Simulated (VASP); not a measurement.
Write the native input for VASP 6.6.1 that does the following.

* Task: relaxation of cell and atoms
* Functional: PBEsol
* Potentials or basis: VASP PAW PBE potentials, release 64 (Sb, Pt)
* Cutoff: 600 eV
* k mesh: 12 × 12 × 8
* Occupations: gaussian, width 0.1 eV
* Spin: no spin polarisation
* Target pressure: 12 GPa
* Dipole correction: no
* Further INCAR settings: ALGO = Normal; EDIFF = 1e-06; IBRION = 2; EDIFFG = -0.008; NSW = 70; ISIF = 3

The structure of SbPt lies in POSCAR:

```
SbPt
1.0
    4.0639448277      0.0000000000      0.0000000000
   -2.0319724139      3.5194794604      0.0000000000
    0.0000000000      0.0000000000      5.3489944134
Sb Pt
2 2
Direct
    0.3333333333      0.6666666667      0.2500000000
    0.6666666667      0.3333333333      0.7500000000
    0.0000000000      0.0000000000      0.0000000000
    0.0000000000      0.0000000000      0.5000000000
```

These files were run (other wordings do the same):

INCAR

```
SYSTEM = SbPt
PREC     = Accurate       ! precision mode
ENCUT    = 600            ! plane-wave cutoff, eV
EDIFF    = 1E-6           ! SCF threshold, eV
ISMEAR   = 0              ! smearing method
SIGMA    = 0.1            ! smearing width, eV
LREAL    = .False.        ! projectors in reciprocal space
LASPH    = .True.         ! aspherical terms in the spheres
NELM     = 100            ! most SCF steps
ALGO     = Normal         ! electronic algorithm
ISIF     = 3              ! what is computed and relaxed
LWAVE    = .False.        ! write WAVECAR
LCHARG   = .False.        ! write CHGCAR
GGA      = PS             ! functional
IBRION   = 2              ! ionic algorithm
NSW      = 70             ! ionic steps
EDIFFG   = -0.008         ! ionic threshold
PSTRESS  = 120.0
```

KPOINTS

```
regular mesh
0
Gamma
  12 12 8
  0 0 0
```

Potentials or basis: VASP PAW PBE potentials, release 64 (Sb, Pt).

The run is started by

```bash
$ cat potpaw_PBE.64/Sb/POTCAR potpaw_PBE.64/Pt/POTCAR > POTCAR
$ mpirun -np 1 vasp_std > vasp.out
```

Results of the run:

The relaxed volume is 19.16 Å³/atom. The relaxed cell is a = 4.059 Å, b = 4.059 Å, c = 5.372 Å, α = 90.00°, β = 90.00°, γ = 120.00°. The space group after relaxing (to 0.1 Å) is P6_3/mmc (No. 194), the energy change on relaxing (the run minimises the enthalpy) is -3.0 meV/atom and the ionic steps are 5. The pressure after relaxing is 12.0 GPa and the band gap on the k mesh is zero (bands 15 and 16 overlap by 4.44 eV).

Caveat: the cell is relaxed towards a set pressure, so the run minimises the enthalpy, not the energy; the PAW data sets were made with another functional, which shifts forces and pressure a little; spin-orbit coupling is left out, which moves the levels of the heavy elements.

Run time: 3.9 min on 1 thread of AMD EPYC 9R45 96-Core Processor (Zen 5), on a shared host, peak memory 0.31 GiB.
